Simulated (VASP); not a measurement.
Runs of VASP 6.6.1 on HfO2. The structure is that of space group Fm-3m (No. 225), or close to it. The cells are those of the table. 

| task | cell | gap on the mesh (eV) | pressure (GPa) |
| --- | --- | --- | --- |
| single point | a = 3.653, b = 3.653, c = 3.617 Å, angles 60.3, 60.3, 59.3°, 3 atoms | 3.57 | (a) |
| relaxation of the atoms | atoms relaxed from a = 3.568 Å, angles 60.0°, 3 atoms | 3.84 | 4.1 |
| relaxation of the atoms | atoms relaxed from a = 3.543 Å, angles 60.0°, 3 atoms | 3.90 | 10.0 |
| relaxation of the atoms | atoms relaxed from a = 3.593 Å, angles 60.0°, 3 atoms | (b) | -1.2 |
| single point | a = 3.672, b = 3.672, c = 3.617 Å, angles 60.5, 60.5, 59.0°, 3 atoms | 3.44 | -12.2 |

Alike in all rows: level PBE; potentials or basis VASP PAW PBE potentials, release 64 (Hf_pv, O); no spin polarisation; k mesh 10 × 10 × 10; cutoff (eV) 520; smearing fermi-dirac 0.02 eV.

Question: Fill in the values left out.

Answer: (a) -10.3; (b) 3.78.

Caveats: spin-orbit coupling is left out, which moves the levels of the heavy elements; the relaxation stopped at its first step, so nothing moved (at least some runs); the cell stands under tension (at least some runs).

A k mesh can miss the band edges, and the runs leave out spin-orbit coupling on Hf.
